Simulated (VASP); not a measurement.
LiBPt, 3 atoms in the cell. The structure is hexagonal, space group P-6m2 (No. 187). The conventional cell has a = 3.512 Å, b = 3.512 Å, c = 3.927 Å, α = 90.00°, β = 90.00°, γ = 120.00°. Li (site symmetry -6m2) has 6 B at 2.82 Å and 6 Pt at 2.82 Å and 6 Li at 3.51 Å within 3.7 Å. B (site symmetry -6m2) has 3 Pt at 2.03 Å within 2.7 Å. Pt (site symmetry -6m2) has 3 B at 2.03 Å within 2.7 Å. 

- Program: VASP 6.6.1
- Task: single point
- Functional: PBE
- Potentials or basis: VASP PAW PBE potentials, release 64 (Li_sv, B, Pt)
- Cutoff: 520 eV
- k mesh: 18 × 18 × 12
- Occupations: gaussian, width 0.1 eV
- Spin: no spin polarisation
- Dipole correction: no
- k mesh for the DOS: 27 × 27 × 18
- Occupations for the DOS: tetrahedron
- Further INCAR settings: ALGO = Fast; EDIFF = 1e-06; NBANDS = 15

Potentials or basis: VASP PAW PBE potentials, release 64 (Li_sv, B, Pt).

Launch:

```console
$ cat potpaw_PBE.64/Li_sv/POTCAR potpaw_PBE.64/B/POTCAR potpaw_PBE.64/Pt/POTCAR > POTCAR
$ cp INCAR.step1 INCAR
$ cp KPOINTS.step1 KPOINTS
$ mpirun -np 1 vasp_std > vasp.out
$ cp INCAR.step2 INCAR
$ cp KPOINTS.step2 KPOINTS
$ mpirun -np 1 vasp_std > vasp.out
```

Hardware: 1 thread of Intel Xeon 8259CL, with other jobs on the host.

Task: How long does it take, and how much memory?

Result: It took 13 min on 1 thread of Intel Xeon 8259CL (shared host), peak memory 0.61 GiB. Counts: k points 750.
